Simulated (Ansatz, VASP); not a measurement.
## Two plane-wave programs on BN

The input POSCAR:

```
BN
1.0
    2.4913353474      0.0000000000      0.0000000000
   -1.2456676737      2.1575597002      0.0000000000
    0.0000000000      0.0000000000      4.0010591824
B N
2 2
Direct
    0.0000000000      0.0000000000      0.0000000000
    0.0000000000      0.0000000000      0.5000000000
    0.3333333333      0.6666666667      0.2500000000
    0.6666666667      0.3333333333      0.7500000000
```

Contents of INCAR.step1:

```
  PREC = Accurate
  ENCUT = 520
  EDIFF = 1E-5
  ISMEAR = 0
  SIGMA = 0.01
  LREAL = False
  LASPH = True
  NELM = 60
  ALGO = Normal
  ISIF = 2
  LWAVE = True
  LCHARG = False
  NBANDS = 16
  GGA = PE
```

INCAR.step2

```
  PREC = Accurate
  ENCUT = 520
  EDIFF = 1E-6
  ISMEAR = 0
  SIGMA = 0.01
  LREAL = False
  LASPH = True
  NELM = 60
  ALGO = Normal
  ISIF = 2
  LWAVE = False
  LCHARG = False
  GGA = PE
  LHFCALC = True
  HFSCREEN = 0.2079
  PRECFOCK = Normal
  NBANDS = 16
  ISTART = 1
```

Contents of KPOINTS:

```
regular mesh
0
Gamma
  6 6 4
```

Input for Ansatz:

```yaml
crystal:
  lattice:
    - [2.4913353474, 0.0, 0.0]
    - [-1.2456676737, 2.1575597002, 0.0]
    - [0.0, 0.0, 4.0010591824]
  atoms:
    - { symbol: B, position: [0.0, 0.0, 0.0] }
    - { symbol: B, position: [0.0, 0.0, 0.5] }
    - { symbol: "N", position: [0.3333333333, 0.6666666667, 0.25] }
    - { symbol: "N", position: [0.6666666667, 0.3333333333, 0.75] }
kpoints:
  mp_grid: { grid: [6, 6, 4] }
  band_path:
    path:
      - [0.0, 0.0, 0.0]
      - [0.5, 0.0, 0.0]
      - [0.3333333333, 0.3333333333, 0.0]
      - [0.0, 0.0, 0.5]
      - [0.5, 0.0, 0.5]
      - [0.3333333333, 0.3333333333, 0.5]
      - [0.0, 0.179688, 0.0]
      - [0.25, 0.25, 0.1666666667]
    npoints: 1
hamiltonian:
  xc: hse06
scf:
  occupations: { method: fixed }
  n_extra_bands: 5
output:
  forces: true
  stress: true
  eigenvalues: true
```

Alike in both runs: task single point; functional HSE06; k mesh 6 × 6 × 4; no spin polarisation.

```csv
,VASP,Ansatz
version,VASP 6.6.1,Ansatz 0.2.0
potentials or method,"VASP PAW PBE potentials, release 64 (B, N)","plane waves, PAW"
plane-wave cutoff (eV),520,420
occupations,"gaussian, width 0.01 eV",fixed
valence electrons in the cell,16,16
```

|  | VASP | Ansatz | Ansatz less VASP |
| --- | --- | --- | --- |
| gap on the k mesh at the Fermi level (eV) | 2.60 | 2.60 | +0.008 |
| pressure (GPa) | -7.7 | -7.9 | -0.17 |
| traceless stress, the component that is largest in VASP (GPa) | 2.41 | 2.52 | +0.111 |

Ansatz's warnings: stress exchange threshold loose, stress scf threshold loose.

The k mesh is coarse, so the values compare programs but aren't converged.
